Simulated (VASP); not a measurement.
Input of a VASP 6.6.1 run:

POSCAR

```
Si
1.0
    0.0000000000      2.7219898884      2.7219898884
    2.7219898884      0.0000000000      2.7219898884
    2.7219898884      2.7219898884      0.0000000000
Si
2
Direct
    0.0000000000      0.0000000000      0.0000000000
    0.2500000000      0.2500000000      0.2500000000
```

File INCAR.step1:

```
SYSTEM = Si
ALGO     = Normal         ! electronic algorithm
EDIFF    = 1E-5           ! SCF threshold, eV
ENCUT    = 550            ! plane-wave cutoff, eV
GGA      = PE             ! functional
GGA_COMPAT= .FALSE.      
ISMEAR   = 0              ! smearing method
LASPH    = .TRUE.         ! aspherical terms in the spheres
LCHARG   = .FALSE.        ! write CHGCAR
LREAL    = .FALSE.        ! projectors in reciprocal space
LWAVE    = .TRUE.         ! write WAVECAR
NBANDS   = 11             ! bands
NELM     = 120            ! most SCF steps
PREC     = Accurate       ! precision mode
SIGMA    = 0.02           ! smearing width, eV
```

Contents of INCAR.step2:

```
SYSTEM = Si
ALGO     = Normal         ! electronic algorithm
EDIFF    = 1E-6           ! SCF threshold, eV
ENCUT    = 550            ! plane-wave cutoff, eV
GGA_COMPAT= .FALSE.      
ISIF     = 2              ! what is computed and relaxed
ISMEAR   = 0              ! smearing method
ISTART   = 1            
LASPH    = .TRUE.         ! aspherical terms in the spheres
LCHARG   = .FALSE.        ! write CHGCAR
LMIXTAU  = .TRUE.       
LREAL    = .FALSE.        ! projectors in reciprocal space
LWAVE    = .FALSE.        ! write WAVECAR
METAGGA  = R2SCAN         ! meta-GGA
NBANDS   = 11             ! bands
NELM     = 120            ! most SCF steps
PREC     = Accurate       ! precision mode
SIGMA    = 0.02           ! smearing width, eV
```

The input KPOINTS:

```
k-points
0
G
  8 8 8
  0 0 0
```

Potentials or basis: VASP PAW PBE potentials, release 64 (Si).

Launch:

```sh
$ cat potpaw_PBE.64/Si/POTCAR > POTCAR
$ cp INCAR.step1 INCAR
$ mpirun -np 1 vasp_std > vasp.out
$ cp INCAR.step2 INCAR
$ mpirun -np 1 vasp_std > vasp.out
```

Problem. Estimate the band gap on the k mesh.

Solution. 0.83 eV (least direct gap 2.75 eV).

Problem. What does it give for the pressure?

Solution. -0.2 GPa.

Caveat: the PAW data sets were made with another functional, which shifts forces and pressure a little. A k mesh can miss the band edges.
